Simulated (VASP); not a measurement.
ZnCu, 2 atoms in the cell. The structure is cubic, space group Pm-3m (No. 221). The conventional cell has a = 2.964 Å, b = 2.964 Å, c = 2.964 Å, α = 90.00°, β = 90.00°, γ = 90.00°. Within 3.4 Å of Zn (site symmetry m-3m) lie 8 Cu at 2.57 Å and 6 Zn at 2.96 Å. Within 3.4 Å of Cu (site symmetry m-3m) lie 8 Zn at 2.57 Å and 6 Cu at 2.96 Å. 

- Program: VASP 6.6.1
- Task: vibrations by perturbation theory
- Functional: PBE
- Potentials or basis: VASP PAW PBE potentials, release 64 (Zn, Cu)
- Cutoff: 520 eV
- k mesh: 14 × 14 × 14
- Occupations: fermi-dirac, width 0.15 eV
- Spin: no spin polarisation
- Dipole correction: no
- Further INCAR settings: ALGO = Fast; EDIFF = 1e-08; NBANDS = 18; IBRION = 8; NSW = 1

Potentials or basis: VASP PAW PBE potentials, release 64 (Zn, Cu).

Launch:

```console
$ cat potpaw_PBE.64/Zn/POTCAR potpaw_PBE.64/Cu/POTCAR > POTCAR
$ mpirun -np 1 vasp_std > vasp.out
```

Hardware: 1 thread of Intel(R) Xeon(R) Platinum 8488C (Sapphire Rapids) (shared host).

Problem. Estimate the wall time of this run.

Solution. Run time: 3.2 min on 1 thread of Intel(R) Xeon(R) Platinum 8488C (Sapphire Rapids), on a shared host, peak memory 0.45 GiB. Counts: scf iterations 51, k points 120.
